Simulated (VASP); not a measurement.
# SbP in VASP: single point with r2SCAN

Aim: the single point of SbP with r2SCAN.

Everything below comes from runs of VASP 6.6.1. Logs are shortened: lines on timing, memory, paths and dates and some standing lists are left out, and cuts for length are marked.

## 1. The cell of the first run

The cell holds a sheet with vacuum, 2 atoms: a = 3.733 Å, b = 3.733 Å, c = 26.837 Å, α = 90.00°, β = 90.00°, γ = 120.00°.

## 2. Single point, r2SCAN

POSCAR

```
SbP
1.0
    3.7334153493     -0.0000000029      0.0000000000
   -1.8667076721      3.2332325368      0.0000000000
    0.0000000000      0.0000000000     26.8369017600
Sb P
1 1
Direct
    0.6666666667      0.3333333333      0.3248009277
    0.3333333333      0.6666666667      0.2713930795
```

INCAR.step1

```
SYSTEM = SbP
  PREC = Accurate
  ENCUT = 520
  ISMEAR = 0
  SIGMA = 0.02
  LREAL = .FALSE.
  LASPH = .TRUE.
  NELM = 60
  LDIPOL = .TRUE.
  IDIPOL = 3
  DIPOL = 0.5 0.5 0.298
  NBANDS = 12
  GGA = PE
  ALGO = Normal
  EDIFF = 1E-4
  LWAVE = .TRUE.
  LCHARG = .FALSE.
```

INCAR.step2

```
SYSTEM = SbP
  PREC = Accurate
  ENCUT = 520
  EDIFF = 1E-7
  ISMEAR = 0
  SIGMA = 0.02
  LREAL = .FALSE.
  LASPH = .TRUE.
  NELM = 60
  ALGO = Normal
  ISIF = 2
  LWAVE = .FALSE.
  LCHARG = .FALSE.
  LDIPOL = .TRUE.
  IDIPOL = 3
  DIPOL = 0.5 0.5 0.298
  METAGGA = R2SCAN
  LMIXTAU = .TRUE.
  NBANDS = 12
  ISTART = 1
```

KPOINTS

```
regular mesh
0
G
  12 12 1
  0 0 0
```

Potentials or basis: VASP PAW PBE potentials, release 64 (Sb, P).

On the command line:

```
> cat potpaw_PBE.64/Sb/POTCAR potpaw_PBE.64/P/POTCAR > POTCAR
> cp INCAR.step1 INCAR
> mpirun -np 1 vasp_std > vasp.out
> cp INCAR.step2 INCAR
> mpirun -np 1 vasp_std > vasp.out
```

OUTCAR:

```text
SYSTEM = SbP
   PREC = Accurate
   ENCUT = 520
   EDIFF = 1E-7
   ISMEAR = 0
   LREAL = .FALSE.
   LASPH = .TRUE.
   NELM = 60
   ISIF = 2
   METAGGA = R2SCAN
   ISTART = 1

 ion  position               nearest neighbor table
   1  0.667  0.333  0.325-   2 2.59   2 2.59   2 2.59
   2  0.333  0.667  0.271-   1 2.59   1 2.59   1 2.59

  LATTYP: Found a hexagonal cell.
 ALAT       =     3.7334153493
 C/A-ratio  =     7.1882979120

  Lattice vectors:

 A1 = (   3.7334153493,  -0.0000000029,   0.0000000000)
 A2 = (  -1.8667076721,   3.2332325368,   0.0000000000)
 A3 = (   0.0000000000,   0.0000000000,  26.8369017600)

Analysis of symmetry for initial positions (statically):
=====================================================================
 Subroutine PRICEL returns:
 Original cell was already a primitive cell.

 Routine SETGRP: Setting up the symmetry group for a
 hexagonal supercell.

 Subroutine GETGRP returns: Found  6 space group operations
 (whereof  6 operations were pure point group operations)
 out of a pool of 24 trial point group operations.

The static configuration has the point symmetry C_3v.

Analysis of symmetry for dynamics (positions and initial velocities):
=====================================================================
 Subroutine PRICEL returns:
 Original cell was already a primitive cell.

 Routine SETGRP: Setting up the symmetry group for a
 hexagonal supercell.

 Subroutine GETGRP returns: Found  6 space group operations
 (whereof  6 operations were pure point group operations)
 out of a pool of 24 trial point group operations.

The dynamic configuration has the point symmetry C_3v.

 Subroutine INISYM returns: Found  6 space group operations
 (whereof  6 operations are pure point group operations),
 and found     1 'primitive' translations

----------------------------------------------------------------------------------------

                                     Primitive cell

  volume of cell :     323.9482

  direct lattice vectors                    reciprocal lattice vectors
     3.733415349 -0.000000003  0.000000000     0.267851259  0.154643996  0.000000000
    -1.866707672  3.233232537  0.000000000     0.000000000  0.309287992  0.000000000
     0.000000000  0.000000000 26.836901760     0.000000000  0.000000000  0.037262125

  length of vectors
     3.733415349  3.733415349 26.836901760     0.309287992  0.309287992  0.037262125

  position of ions in fractional coordinates (direct lattice)
     0.666666667  0.333333333  0.324800928
     0.333333333  0.666666667  0.271393080

  ion indices of the primitive-cell ions
   primitive index   ion index
                 1           1
                 2           2

----------------------------------------------------------------------------------------

 KPOINTS: regular mesh

Automatic generation of k-mesh.
 Grid dimensions read from file:
 generate k-points for:   12   12    1

 Generating k-lattice:

  Cartesian coordinates                     Fractional coordinates (reciprocal lattice)
     0.022320938  0.012887000  0.000000000     0.083333333  0.000000000  0.000000000
     0.000000000  0.025773999  0.000000000     0.000000000  0.083333333  0.000000000
     0.000000000  0.000000000  0.037262125     0.000000000  0.000000000  1.000000000

  Length of vectors
     0.025773999  0.025773999  0.037262125

  Shift w.r.t. Gamma in fractional coordinates (k-lattice)
     0.000000000  0.000000000  0.000000000

 Subroutine IBZKPT returns following result:
 ===========================================

 Found     19 irreducible k-points:

 Following reciprocal coordinates:
            Coordinates               Weight
  0.000000  0.000000  0.000000      1.000000
  0.083333 -0.000000  0.000000      6.000000
  0.166667 -0.000000  0.000000      6.000000
  0.250000 -0.000000  0.000000      6.000000
  0.333333 -0.000000  0.000000      6.000000
  0.416667  0.000000  0.000000      6.000000
[... 11 lines left out ...]
  0.333333  0.250000  0.000000     12.000000
  0.333333  0.333333  0.000000      2.000000
   k-points           NKPTS =     19   k-points in BZ     NKDIM =     19   number of bands    NBANDS=     12
   number of dos      NEDOS =    301   number of ions     NIONS =      2
   total plane-waves  NPLWV = 156800
   dimension x,y,z NGX =    28 NGY =   28 NGZ =  200
   dimension x,y,z NGXF=    56 NGYF=   56 NGZF=  400
   ions per type =               1   1
   NGX,Y,Z   is equivalent  to a cutoff of  12.47, 12.47, 12.39 a.u.
   NGXF,Y,Z  is equivalent  to a cutoff of  24.94, 24.94, 24.78 a.u.
 SYSTEM =  SbP
   PREC   = accura    normal or accurate (medium, high low for compatibility)
   ISTART =      1    job   : 0-new  1-cont  2-samecut
   ICHARG =      0    charge: 1-file 2-atom 10-const
   ISPIN  =      1    spin polarized calculation?
   LNONCOLLINEAR =      F non collinear calculations
   LSORBIT =      F    spin-orbit coupling
   LASPH  =      T    aspherical Exc in radial PAW
   ENCUT  =  520.0 eV  38.22 Ry    6.18 a.u.   6.94  6.94 49.90*2*pi/ulx,y,z
   NELM   =     60;   NELMIN=  2; NELMDL=  0     # of ELM steps
   EDIFF  = 0.1E-06   stopping-criterion for ELM
   LREAL  =      F    real-space projection
   EDIFFG = 0.1E-05   stopping-criterion for IOM
   NSW    =      0    number of steps for IOM
   IBRION =     -1    ionic relax: 0-MD 1-quasi-New 2-CG
   NFREE  =      0    steps in history (QN), initial steepest desc. (CG)
   ISIF   =      2    stress and relaxation
   ISYM   =      2    0-nonsym 1-usesym 2-fastsym
   POTIM  = 0.5000    time-step for ionic-motion
   TEBEG  =    0.0;   TEEND  =   0.0 temperature during run
   PSTRESS=    0.0 pullay stress
   NELECT =      10.0000    total number of electrons
   NUPDOWN=      -1.0000    fix difference up-down
   EMIN   =  10.00;   EMAX   =-10.00  energy-range for DOS
   EFERMI =   0.00;   METHOD = LEGACY
   ISMEAR =     0;   SIGMA  =   0.02  broadening in eV -4-tet -1-fermi 0-gaus
   EFERMI_NEDOS =   21; number of points for ismear=-14 and -15
   IALGO  =     38    algorithm
   IMIX   =      4    mixing-type and parameters
     AMIX     =   0.40;   BMIX     =  1.00
     AMIX_MAG =   1.60;   BMIX_MAG =  1.00
  volume/ion in A,a.u.               =     161.97      1093.06
  Fermi-wavevector in a.u.,A,eV,Ry     =   0.513550  0.970469  3.588317  0.263734
  Thomas-Fermi vector in A             =   1.528077
   LORBIT       =      0    0 simple, 1 ext, 2 COOP (PROOUT), +10 PAW based schemes
   METAGGA = R2SCAN    functional components
   LHFCALC =     F    Hartree Fock is set to
   AEXX    =    0.0000 exact exchange contribution
   IVDW    =     0    specifies the selected vdW correction
   LEPSILON=     F    determine dielectric tensor
   LRPA    =     F    only Hartree local field effects (RPA)
 non-spin polarized calculation
 Gauss-broadening in eV      SIGMA  =   0.02
  energy-cutoff  :      520.00
  volume of cell :      323.95
 maximum number of plane-waves:      8761
 NGX is ok and might be reduce to    28
   NGX = 13   NGY = 13   NGZ = 99

 number of electron      10.0000001 magnetization

 dipolmoment           0.000000      0.000000     -0.053802 electrons x Angstroem

 Free energy of the ion-electron system (eV)
  ---------------------------------------------------
  ext. energy  EPLUGINS =         0.00000000
  ---------------------------------------------------
  free energy    TOTEN  =       -34.34547959 eV

  energy without entropy =      -34.34547959  energy(sigma->0) =      -34.34547959

 E-fermi :  -4.0001     XC(G=0):  -1.9175

 val. band max:       -4.1192349032   @ k =   0.0000   0.0000   0.0000
 cond. band min:      -2.0875951475   @ k =   0.3333  -0.0000   0.0000
 fundamental gap:      2.0316397557
 Fermi energy:        -4.0001451307

 k-point     1 :       0.0000    0.0000    0.0000
  band No.  band energies     occupation
      1     -16.8617      2.00000
      2     -10.3789      2.00000
      3      -4.3905      2.00000
      4      -4.1192      2.00000
      5      -4.1192      2.00000
      6      -1.3599      0.00000
      7      -0.1737      0.00000
      8      -0.1737      0.00000
      9       1.2355      0.00000
     10       1.7298      0.00000
     11       2.1753      0.00000
     12       2.3820      0.00000

 k-point     2 :       0.0833   -0.0000    0.0000
  band No.  band energies     occupation
      1     -16.7687      2.00000
      2     -10.3505      2.00000
      3      -4.8462      2.00000
      4      -4.3491      2.00000
      5      -4.3005      2.00000
      6      -0.9464      0.00000
      7      -0.2220      0.00000
      8       0.0172      0.00000
      9       1.3481      0.00000
     10       1.8341      0.00000
     11       2.2675      0.00000
     12       2.4844      0.00000

 k-point     3 :       0.1667   -0.0000    0.0000
  band No.  band energies     occupation
      1     -16.4925      2.00000
      2     -10.3137      2.00000
      3      -6.0908      2.00000
      4      -4.7165      2.00000
      5      -4.2583      2.00000
      6      -1.3267      0.00000
      7       0.4025      0.00000
      8       0.4470      0.00000
      9       1.6757      0.00000
     10       2.1357      0.00000
     11       2.5263      0.00000
     12       2.7833      0.00000

 k-point     4 :       0.2500   -0.0000    0.0000
  band No.  band energies     occupation
      1     -16.0433      2.00000
      2     -10.4547      2.00000
      3      -7.0827      2.00000
      4      -5.1710      2.00000
      5      -4.2482      2.00000
      6      -1.8781      0.00000
      7       0.5624      0.00000
      8       0.6802      0.00000
      9       2.0917      0.00000
     10       2.5920      0.00000
     11       2.9765      0.00000
     12       3.2437      0.00000

 k-point     5 :       0.3333   -0.0000    0.0000
  band No.  band energies     occupation
      1     -15.4486      2.00000
      2     -11.0199      2.00000
      3      -7.4332      2.00000
      4      -5.5474      2.00000
      5      -4.5268      2.00000
      6      -2.0876      0.00000
      7       0.0700      0.00000
      8       0.7601      0.00000
      9       2.6161      0.00000
     10       3.1777      0.00000
     11       3.3387      0.00000
     12       3.8798      0.00000
[... 153 lines left out ...]
      1     -14.1685      2.00000
      2     -12.3543      2.00000
      3      -7.5578      2.00000
      4      -6.2995      2.00000
      5      -5.3061      2.00000
      6      -1.3489      0.00000
      7       0.0395      0.00000
      8       0.4099      0.00000
      9       2.8147      0.00000
     10       4.8671      0.00000
     11       5.1321      0.00000
     12       5.3794      0.00000

 k-point    17 :       0.2500    0.2500    0.0000
  band No.  band energies     occupation
      1     -14.5795      2.00000
      2     -11.7975      2.00000
      3      -7.5985      2.00000
      4      -6.7229      2.00000
      5      -4.8303      2.00000
      6      -1.3101      0.00000
      7      -0.2138      0.00000
      8       1.2089      0.00000
      9       3.3369      0.00000
     10       4.0091      0.00000
     11       4.2244      0.00000
     12       4.4153      0.00000

 k-point    18 :       0.3333    0.2500    0.0000
  band No.  band energies     occupation
      1     -13.9986      2.00000
      2     -12.3961      2.00000
      3      -7.9957      2.00000
      4      -6.2508      2.00000
      5      -5.2786      2.00000
      6      -1.6507      0.00000
      7       0.1910      0.00000
      8       1.0896      0.00000
      9       3.5935      0.00000
     10       4.4806      0.00000
     11       4.8172      0.00000
     12       5.2606      0.00000

 k-point    19 :       0.3333    0.3333    0.0000
  band No.  band energies     occupation
      1     -13.6790      2.00000
      2     -12.6766      2.00000
      3      -8.2385      2.00000
      4      -5.9161      2.00000
      5      -5.5566      2.00000
      6      -1.8714      0.00000
      7       0.3775      0.00000
      8       1.2513      0.00000
      9       4.2293      0.00000
     10       4.5038      0.00000
     11       4.9978      0.00000
     12       5.4110      0.00000

------------------------ aborting loop because EDIFF is reached ----------------------------------------

 vacuum level on the upper side and lower side of the slab       (xc-potential included)        -0.413         0.376

  FORCE on cell =-STRESS in cart. coord.  units (eV):
  Direction    XX          YY          ZZ          XY          YZ          ZX
  --------------------------------------------------------------------------------------
  -------------------------------------------------------------------------------------
  Total       -0.3865605     -0.3865605     -0.3439098     -0.0000000      0.0000000     -0.0000000
  in kB       -1.9118439     -1.9118439     -1.7009030     -0.0000000      0.0000000     -0.0000000
  external PRESSURE =      -1.8415303 kB  Pullay stress =       0.0000000 kB

 VOLUME and BASIS-vectors are now :
 -----------------------------------------------------------------------------
  energy-cutoff  :      520.00
  volume of cell :      323.95
      direct lattice vectors                 reciprocal lattice vectors
     3.733415349 -0.000000003  0.000000000     0.267851259  0.154643996  0.000000000
    -1.866707672  3.233232537  0.000000000     0.000000000  0.309287992  0.000000000
     0.000000000  0.000000000 26.836901760     0.000000000  0.000000000  0.037262125

 POSITION                                       TOTAL-FORCE (eV/Angst)
 -----------------------------------------------------------------------------------
      1.86671      1.07774      8.71665         0.000000     -0.000000     -0.236519
      0.00000      2.15549      7.28335        -0.000000      0.000000      0.236519
 -----------------------------------------------------------------------------------
    total drift:                               -0.000000     -0.000000      0.000963

  FREE ENERGIE OF THE ION-ELECTRON SYSTEM (eV)
  ---------------------------------------------------
  free  energy   TOTEN  =       -34.3454795883 eV

  energy  without entropy=      -34.3454795883  energy(sigma->0) =      -34.34547959

 vacuum level on the upper side and lower side of the slab         1.331         2.137
```

It used 400 s of CPU time on 1 thread of AMD EPYC 7R13 Processor (Zen 3), on a shared host.

What came out:

```yaml
Free_energy: -34.3455 eV
Largest_force: 0.237 eV/Å
Band_gap_on_the_k_mesh: 2.03 eV, indirect (least direct gap 2.37 eV)
```

Forces on the atoms (eV/Å):
```
Sb   0.000  0.000 -0.237
P    0.000  0.000  0.237
```

Caveat: the PAW data sets were made with another functional, which shifts forces and pressure a little; spin-orbit coupling is left out, which moves the levels of the heavy elements.
